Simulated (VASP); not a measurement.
Runs of VASP 6.6.1 on Hg. The structure is trigonal, space group R-3m (No. 166). The conventional cell has a = 3.493 Å, b = 3.493 Å, c = 6.444 Å, α = 90.00°, β = 90.00°, γ = 120.00°. Hg (site symmetry -3m) has 12 Hg at 2.95 to 3.49 Å within 3.9 Å. 

```tsv
potentials or basis	k mesh	cutoff (eV)	smearing	gap on the mesh (eV)	pressure (GPa)
VASP PAW LDA potentials, release 64 (Hg_sv_GW)	11 × 11 × 11	550	gaussian 0.01 eV	none	0.2
VASP PAW LDA potentials, release 64 (Hg_sv_GW)	19 × 19 × 19	500	fermi-dirac 0.1 eV	none	-1.2
VASP PAW LDA potentials, release 64 (Hg_sv_GW)	11 × 11 × 11	550	fermi-dirac 1 eV	none	(a)
VASP PAW LDA potentials, release 64 (Hg_sv_GW)	11 × 11 × 11	550	gaussian 0.3 eV	none	(b)
VASP PAW LDA potentials, release 64 (Hg)	11 × 11 × 11	520	methfessel-paxton 1 eV	none	0.6
```

Alike in all rows: task single point; level LDA; no spin polarisation; cell as given.

**Question.** Fill in the values left out.

**Answer.** (a) 1.6; (b) -0.1.

Caveats: spin-orbit coupling is left out, which moves the levels of the heavy elements; so wide a smearing shifts energies and pressures (at least some runs).

A k mesh can miss the band edges, and the runs leave out spin-orbit coupling on Hg.

A gap of «none» marks levels without a gap at the run's occupations.

The runs don't all hold the same shells in valence.
